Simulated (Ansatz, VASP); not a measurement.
AgCl in VASP and in Ansatz

```xyz
2
Lattice="0.0000 2.6773 2.6773 2.6773 0.0000 2.6773 2.6773 2.6773 0.0000" Properties=species:S:1:pos:R:3 pbc="T T T"
Ag    2.8262    2.7145    2.6773
Cl   -0.4530   -0.1133    0.0000
```

Change from the starting cell: mode 4 frozen in at -0.453 Å and mode 5 at -0.113 Å (largest displacements).

Alike in both runs: task single point; functional LDA; k mesh 10 × 10 × 10; occupations gaussian, width 0.05 eV; no spin polarisation.

|  | VASP | Ansatz |
| --- | --- | --- |
| version | VASP 6.6.1 | Ansatz 0.2.0 |
| potentials or method | VASP PAW LDA potentials, release 64 (Ag, Cl), cutoff 520 eV | scalar-relativistic, plane waves, PAW |
| valence electrons in the cell | 18 | 26 |

Ansatz gave:

```
gap on the k mesh at the Fermi level (eV)                     : 0.89
least direct gap on the mesh (eV)                             : 1.46
pressure (GPa)                                                : 13.6
traceless stress, the component that is largest in VASP (GPa) : 25.96
rms of the force components (eV/Å)                            : 2.550
```

Question: Estimate VASP's values.

Answer: gap on the k mesh at the Fermi level (eV): 0.91; least direct gap on the mesh (eV): 1.48; pressure (GPa): 13.6; traceless stress, the component that is largest in VASP (GPa): 26.00; rms of the force components (eV/Å): 2.555.

LDA's correlation is that of Perdew and Zunger in VASP and of Perdew and Wang (1992) in Ansatz. Atom by atom the forces differ by 0.006 eV/Å (rms over components). VASP's potentials hold 18 valence electrons a cell and Ansatz's 26, so a difference there can come from the potentials and not from the codes.
